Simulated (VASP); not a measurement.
The system is SiO2.

```
CELL_PARAMETERS angstrom
4.20500 0.00000 0.00000
0.00000 4.20500 0.00000
0.00000 0.00000 2.40580
ATOMIC_POSITIONS crystal
Si 0.50000 0.50000 0.50000
Si 0.00000 0.00000 0.00000
O 0.69443 0.69443 0.00000
O 0.19443 0.80557 0.50000
O 0.30557 0.30557 0.00000
O 0.80557 0.19443 0.50000
```

Base run:

| Quantity | Value |
| --- | --- |
| Program | VASP 6.6.1 |
| Functional | LDA |
| Potentials or basis | VASP PAW LDA potentials, release 64 (Si, O) |
| Cutoff | 520 eV |
| k mesh | 6 × 6 × 8 |
| Occupations | gaussian, width 0.05 eV |
| Spin | no spin polarisation |

Its results: band gap on the k mesh 7.34 eV, direct; pressure 41.4 GPa; largest force 0.327 eV/Å.

Task: The run is repeated on the same cell with these changes: potentials or basis from VASP PAW LDA potentials, release 64 (Si, O) to VASP PAW LDA potentials, release 64 (Si, O_h); cutoff from 520 eV to 910 eV. What comes out?

Result: Band gap on the k mesh 7.37 eV, direct; pressure 40.4 GPa; largest force 0.276 eV/Å.

Caveats: the cutoff is under 1.25 times the usual one of these potentials, so pressure, stress and relaxed cells hold a basis-set (Pulay) error (some runs).

A k mesh can miss the band edges.
